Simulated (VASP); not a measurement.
Write the native input for VASP 6.6.1 that does the following.

* Task: single point
* Functional: r2SCAN
* Potentials or basis: VASP PAW PBE potentials, release 64 (Ga_d, N_h)
* Cutoff: 910 eV
* k mesh: 10 × 10 × 10
* Occupations: gaussian, width 0.01 eV
* Spin: no spin polarisation
* Dipole correction: no
* Further INCAR settings: ALGO = Normal; EDIFF = 1e-06; NBANDS = 16

GaN:

```
Ga N
1.0
     0.00000    2.10852    2.08743
     2.10852    0.00000    2.08743
     2.10852    2.10852    0.00000
Ga N
1 1
Direct
  0.00000 0.00000 0.00000
  0.50000 0.50000 0.50000
```

This cell differs from its parent crystal: uniaxial z strain -1.0%.

The input as run:

POSCAR

```
GaN
1.0
    0.0000000000      2.1085152343      2.0874300820
    2.1085152343      0.0000000000      2.0874300820
    2.1085152343      2.1085152343      0.0000000000
Ga N
1 1
Direct
    0.0000000000      0.0000000000      0.0000000000
    0.5000000000      0.5000000000      0.5000000000
```

INCAR.step1

```
ALGO = Normal ; EDIFF = 1E-5
ENCUT = 910 ; GGA = PE
GGA_COMPAT = False ; ISMEAR = 0
LASPH = True ; LCHARG = False
LREAL = False ; LWAVE = True
NBANDS = 16 ; NELM = 120
PREC = Accurate ; SIGMA = 0.01
```

INCAR.step2

```
ALGO = Normal ; EDIFF = 1E-6
ENCUT = 910 ; GGA_COMPAT = False
ISIF = 2 ; ISMEAR = 0
ISTART = 1 ; LASPH = True
LCHARG = False ; LMIXTAU = True
LREAL = False ; LWAVE = False
METAGGA = R2SCAN ; NBANDS = 16
NELM = 120 ; PREC = Accurate
SIGMA = 0.01
```

KPOINTS

```
k-points
0
Gamma
  10 10 10
```

Potentials or basis: VASP PAW PBE potentials, release 64 (Ga_d, N_h).

Launch:

```bash
$ cat potpaw_PBE.64/Ga_d/POTCAR potpaw_PBE.64/N_h/POTCAR > POTCAR
$ cp INCAR.step1 INCAR
$ mpirun -np 1 vasp_std > vasp.out
$ cp INCAR.step2 INCAR
$ mpirun -np 1 vasp_std > vasp.out
```

It gave:

The pressure is 3.6 GPa. The band gap on the k mesh is 1.17 eV (least direct gap 3.51 eV).

Caveat: the cell differs from its parent crystal (uniaxial z strain -1.0%); the cutoff is under 1.25 times the usual one of these potentials, so pressure, stress and relaxed cells hold a basis-set (Pulay) error; the cell stands under pressure; the PAW data sets were made with another functional, which shifts forces and pressure a little.

Run time: 5.2 min on 1 thread of Intel(R) Xeon(R) Platinum 8488C (Sapphire Rapids) (shared host), peak memory 0.22 GiB.
